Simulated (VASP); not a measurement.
A run of VASP 6.6.1 is set up as follows.

Contents of INCAR:

```
PREC = Accurate
ENCUT = 520
EDIFF = 1E-6
ISMEAR = -1
SIGMA = 0.02
LREAL = F
LASPH = T
NELM = 60
ALGO = Normal
ISIF = 2
LWAVE = F
LCHARG = F
GGA = PE
NBANDS = 19
```

Contents of KPOINTS:

```
regular mesh
0
Gamma
  6 6 6
```

Contents of POSCAR:

```
SrCl2
1.0
    0.0000000000      3.4277637235      3.5341087098
    3.4277637235      0.0000000000      3.5341087098
    3.4277637235      3.4277637235      0.0000000000
Sr Cl
1 2
Direct
    0.0000000000      0.0000000000      0.0000000000
    0.2500000000      0.2500000000      0.2500000000
    0.7500000000      0.7500000000      0.7500000000
```

Potentials or basis: VASP PAW PBE potentials, release 64 (Sr_sv, Cl).

Run with:

```sh
$ cat potpaw_PBE.64/Sr_sv/POTCAR potpaw_PBE.64/Cl/POTCAR > POTCAR
$ mpirun -np 1 vasp_std > vasp.out
```

Task: What does it give for the band gap on the k mesh?

Result: 5.31 eV (least direct gap 5.42 eV).

Task: Estimate the pressure.

Result: 2.0 GPa.

Stress tensor (GPa, compression positive):
```
2.50 0.00 0.00
0.00 2.50 0.00
0.00 0.00 0.89
```

Caveat: the cell differs from its parent crystal (epitaxial xy strain -2.0%); the structure was generated, so it needn't be the stable form of SrCl2. A k mesh can miss the band edges.
